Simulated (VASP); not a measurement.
**BiTe: electric field gradients with PBEsol**

BiTe:

```
Bi Te
1.0
     0.00000    3.23500    3.23500
     3.23500    0.00000    3.23500
     3.23500    3.23500    0.00000
Bi Te
1 1
Direct
  0.00000 0.00000 0.00000
  0.50000 0.50000 0.50000
```

```
Program                : VASP 6.6.1
Task                   : electric field gradients
Functional             : PBEsol
Potentials or basis    : VASP PAW PBE potentials, release 64 (Bi_d, Te)
Cutoff                 : 520 eV
k mesh                 : 10 × 10 × 10
Occupations            : fermi-dirac, width 0.03 eV
Spin                   : no spin polarisation
Dipole correction      : no
Further INCAR settings : ALGO = Normal; EDIFF = 1e-08; NBANDS = 18
```

```
Pressure                                : -1.7 GPa
Band gap on the k mesh                  : zero (an odd number of electrons rules out a gap without spin polarisation)
Largest electric field gradient by atom : zero within the noise of the run
```

Levels at points of the mesh, in eV from the Fermi level:
```tsv
k point	band 8	band 9	band 10	band 11	band 12	band 13
(0.00, 0.00, 0.00)	-2.51	-2.51	-2.51	2.17	2.17	2.17
(0.50, 0.00, 0.00)	-1.88	-1.88	-1.58	-0.84	-0.61	-0.61
(0.50, 0.50, 0.00)	-5.65	-3.99	-3.99	2.20	3.62	3.62
```

Run time: 69 s on 1 thread of Intel Xeon 8259CL (shared host), peak memory 0.23 GiB.

Caveat: the PAW data sets were made with another functional, which shifts forces and pressure a little; spin-orbit coupling is left out, which moves the levels of the heavy elements.
